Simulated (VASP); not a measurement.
# Si (P6_3/mmc) in VASP: further runs, part 2 of 2

VASP 6.6.1. The steps go on from the part before.

## Step 4: Single point, LDA

This run uses another cell than the first one, of the same volume but with other edges.

INCAR reads:

```
  PREC = Accurate
  ENCUT = 520
  EDIFF = 1E-6
  ISMEAR = 0
  SIGMA = 0.03
  LREAL = F
  LASPH = T
  NELM = 60
  ALGO = Normal
  ISIF = 2
  LWAVE = F
  LCHARG = T
  LELF = T
  LVHAR = T
  NBANDS = 16
```

KPOINTS reads:

```
regular mesh
0
Gamma
  12 12 6
```

POSCAR reads:

```
Si
1.0
    3.7054125847      0.0000000000      0.0000000000
   -1.8527062924      3.2089814298      0.0000000000
    0.0000000000      0.0000000000      6.6197195825
Si
4
Direct
    0.3333333333      0.6666666667      0.0439541821
    0.6666666667      0.3333333333      0.5439541821
    0.3333333333      0.6666666667      0.4560458179
    0.6666666667      0.3333333333      0.9560458179
```

Potentials or basis: VASP PAW LDA potentials, release 64 (Si).

On the command line:

```bash
$ cat potpaw_LDA.64/Si/POTCAR > POTCAR
$ mpirun -np 1 vasp_std > vasp.out
```

OUTCAR:

```text
PREC = Accurate
   ENCUT = 520
   EDIFF = 1E-6
   ISMEAR = 0
   LREAL = F
   LASPH = T
   NELM = 60
   ISIF = 2

 ion  position               nearest neighbor table
   1  0.333  0.667  0.044-   4 2.22   4 2.22   4 2.22   3 2.73
   2  0.667  0.333  0.544-   3 2.22   3 2.22   3 2.22   4 2.73
   3  0.333  0.667  0.456-   2 2.22   2 2.22   2 2.22   1 2.73
   4  0.667  0.333  0.956-   1 2.22   1 2.22   1 2.22   2 2.73

  LATTYP: Found a hexagonal cell.
 ALAT       =     3.7054125847
[... 655 lines left out ...]

  FORCE on cell =-STRESS in cart. coord.  units (eV):
  Direction    XX          YY          ZZ          XY          YZ          ZX
  --------------------------------------------------------------------------------------
  -------------------------------------------------------------------------------------
  Total        6.8839160      6.8839160     -5.3798035     -0.0000000      0.0000000      0.0000000
  in kB      140.1208539    140.1208539   -109.5049191     -0.0000000      0.0000000      0.0000000
  external PRESSURE =      56.9122629 kB  Pullay stress =       0.0000000 kB

 VOLUME and BASIS-vectors are now :
 -----------------------------------------------------------------------------
  energy-cutoff  :      520.00
  volume of cell :       78.71
      direct lattice vectors                 reciprocal lattice vectors
     3.705412585  0.000000000  0.000000000     0.269875480  0.155812681  0.000000000
    -1.852706292  3.208981430  0.000000000     0.000000000  0.311625362  0.000000000
     0.000000000  0.000000000  6.619719583     0.000000000  0.000000000  0.151063801

 POSITION                                       TOTAL-FORCE (eV/Angst)
 -----------------------------------------------------------------------------------
     -0.00000      2.13932      0.29096        -0.000000      0.000000      2.247824
      1.85271      1.06966      3.60082         0.000000      0.000000      2.247824
     -0.00000      2.13932      3.01890         0.000000     -0.000000     -2.247824
      1.85271      1.06966      6.32876         0.000000      0.000000     -2.247824
 -----------------------------------------------------------------------------------
    total drift:                               -0.000000      0.000000     -0.000000

  FREE ENERGIE OF THE ION-ELECTRON SYSTEM (eV)
  ---------------------------------------------------
  free  energy   TOTEN  =       -22.7551085375 eV

  energy  without entropy=      -22.7548551798  energy(sigma->0) =      -22.75498186
```

OSZICAR:

```text
N       E                     dE             d eps       ncg     rms          rms(c)
DAV:   1     0.263465549229E+02    0.26347E+02   -0.59947E+03  2432   0.821E+02
DAV:   2    -0.214694911331E+02   -0.47816E+02   -0.43247E+02  3328   0.124E+02
DAV:   3    -0.233861822503E+02   -0.19167E+01   -0.19030E+01  3272   0.236E+01
DAV:   4    -0.234097207482E+02   -0.23538E-01   -0.23533E-01  3080   0.335E+00
DAV:   5    -0.234101569751E+02   -0.43623E-03   -0.43621E-03  3296   0.433E-01    0.777E+00
DAV:   6    -0.229457658252E+02    0.46439E+00   -0.23283E-01  2848   0.231E+00    0.462E+00
DAV:   7    -0.227553501032E+02    0.19042E+00   -0.42419E-01  3032   0.313E+00    0.428E-01
DAV:   8    -0.227551402729E+02    0.20983E-03   -0.44239E-02  2928   0.116E+00    0.215E-01
DAV:   9    -0.227551950163E+02   -0.54743E-04   -0.15411E-03  3328   0.226E-01    0.110E-01
DAV:  10    -0.227551123931E+02    0.82623E-04   -0.40457E-04  3056   0.109E-01    0.273E-02
DAV:  11    -0.227551083906E+02    0.40025E-05   -0.22823E-05  3184   0.278E-02    0.207E-02
DAV:  12    -0.227551085375E+02   -0.14687E-06   -0.57199E-07  2160   0.475E-03
   1 F= -.22755109E+02 E0= -.22754982E+02  d E =-.253358E-03
```

Wall time 79 s (1 thread of Intel Xeon Platinum 8259CL at 2.50GHz (Skylake/Cascade Lake), shared host); peak memory 0.19 GiB.

Results:

* Free energy: -22.7551 eV
* Pressure: 5.7 GPa
* Largest force: 2.248 eV/Å
* Band gap on the k mesh: zero (bands 8 and 9 overlap by 0.27 eV)

Forces in eV/Å, atoms in the order of the input:
```
Si   0.000  0.000  2.248
Si   0.000  0.000  2.248
Si   0.000  0.000 -2.248
Si   0.000  0.000 -2.248
```

Caveat: the cell stands under pressure; semilocal functionals underestimate gaps, so a narrow gap can read as zero; forces of over 1 eV/Å act on the atoms, so gaps and moduli don't describe the material at rest.

## Step 5: Summary

| cell | gap on the mesh (eV) | pressure (GPa) | largest force (eV/Å) |
| --- | --- | --- | --- |
| a = 4.029, b = 4.029, c = 5.599 Å, angles 90.0, 90.0, 120.0°, 4 atoms, atomic positions A | none | 10.0 | 6.40 |
| a = 3.618, b = 3.618, c = 6.943 Å, angles 90.0, 90.0, 120.0°, 4 atoms, atomic positions B | none | -2.6 | 1.77 |
| a = 3.705, b = 3.705, c = 6.620 Å, angles 90.0, 90.0, 120.0°, 4 atoms, atomic positions C | none | 5.7 | 2.25 |

Alike in all rows: task single point; level LDA; potentials or basis VASP PAW LDA potentials, release 64 (Si); no spin polarisation; k mesh 12 × 12 × 6; cutoff (eV) 520; smearing gaussian 0.03 eV.

Caveats: forces of over 1 eV/Å act on the atoms, so gaps and moduli don't describe the material at rest; the cell stands under pressure (at least some runs); semilocal functionals underestimate gaps, so a narrow gap can read as zero (at least some runs).

Total energies depend on the potentials used, so only differences within one code and one set of settings carry meaning.
